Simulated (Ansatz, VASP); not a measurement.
**Hf in VASP and in Ansatz**

```
CELL_PARAMETERS angstrom
0.00000 2.20968 2.20968
2.20968 0.00000 2.20968
2.20968 2.20968 0.00000
ATOMIC_POSITIONS crystal
Hf 0.00000 0.00000 0.00000
```

Alike in both runs: functional PBEsol; k mesh 12 × 12 × 12; occupations fermi-dirac, width 0.1 eV; no spin polarisation.

Ansatz relaxed the structure, and its values are those at the end. VASP's run is a single point on that final structure, the one shown.

|  | VASP | Ansatz |
| --- | --- | --- |
| version | VASP 6.6.1 | Ansatz 0.2.0 |
| potentials or method | VASP PAW PBE potentials, release 64 (Hf_pv), cutoff 520 eV | plane waves (420 eV) with PAW, scalar-relativistic |
| valence electrons in the cell | 10 | 26 |

|  | VASP | Ansatz | Ansatz less VASP |
| --- | --- | --- | --- |
| pressure (GPa) | -0.4 | 0.0 | +0.39 |

VASP's potentials were made for PBE, not for PBEsol, and Ansatz warns of the same on its side. With one functional, cell and mesh, what is left measures potentials, basis and numerics. VASP's potentials hold 10 valence electrons a cell and Ansatz's 26, so a difference there can come from the potentials and not from the codes.

Neither program's run includes spin-orbit coupling.
